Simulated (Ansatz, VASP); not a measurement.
## Sb: VASP beside Ansatz

Contents of INCAR:

```
SYSTEM = Sb
PREC = Accurate ; ENCUT = 520
EDIFF = 1E-8 ; ISMEAR = -1
SIGMA = 0.03 ; LREAL = .False.
LASPH = .True. ; NELM = 80
ALGO = Normal ; ISIF = 2
LWAVE = .False. ; LCHARG = .False.
GGA = CA ; LEFG = .True.
NBANDS = 12
```

Contents of KPOINTS:

```
regular mesh
0
Gamma
  12 12 12
  0 0 0
```

Contents of POSCAR:

```
Sb
1.0
    2.1361663378      1.2333162102      3.7188717261
   -2.1361663378      1.2333162102      3.7188717261
    0.0000000000     -2.4666324202      3.7188717261
Sb
2
Direct
    0.2336400000      0.2336400000      0.2336400000
    0.7663600000      0.7663600000      0.7663600000
```

Input for Ansatz:

```yaml
crystal:
  lattice:
    - [2.1361663378, 1.2333162102, 3.7188717261]
    - [-2.1361663378, 1.2333162102, 3.7188717261]
    - [0.0, -2.4666324202, 3.7188717261]
  atoms:
    - { symbol: Sb, position: [0.23364, 0.23364, 0.23364] }
    - { symbol: Sb, position: [0.76636, 0.76636, 0.76636] }
kpoints:
  mp_grid: { grid: [12, 12, 12] }
scf:
  occupations: { method: fermi_dirac, width: 0.03 }
hamiltonian:
  xc: lda
  pseudopotentials: { kind: all_electron, datasets: crystal }
output:
  forces: true
  stress: true
  eigenvalues: true
  efg: { contact_densities: true }
```

Change from the starting cell: volume scaled by 0.98, crystal datasets.

Alike in both runs: task electric field gradients; functional LDA; k mesh 12 × 12 × 12; occupations fermi-dirac, width 0.03 eV; no spin polarisation.

|  | VASP | Ansatz |
| --- | --- | --- |
| version | VASP 6.6.1 | Ansatz 0.2.0 |
| potentials or method | VASP PAW LDA potentials, release 64 (Sb), cutoff 520 eV | all-electron PAW with datasets made for the crystal, scalar-relativistic |

VASP gave:

```
pressure (GPa)                                                : 0.7
traceless stress, the component that is largest in VASP (GPa) : -0.51
rms of the force components (eV/Å)                            : 0.143
size of Vzz on the site where it differs most (V/Å²)          : 42.9
```

Q: Estimate Ansatz's values.

A: Pressure (GPa): 0.4; traceless stress, the component that is largest in VASP (GPa): -0.43; rms of the force components (eV/Å): 0.100; size of Vzz on the site where it differs most (V/Å²): 47.0.

LDA's correlation is that of Perdew and Zunger in VASP and of Perdew and Wang (1992) in Ansatz. Atom by atom the forces differ by 0.043 eV/Å (rms over components). Ansatz ran all-electron here, and VASP with PAW potentials.

Neither program's run includes spin-orbit coupling.
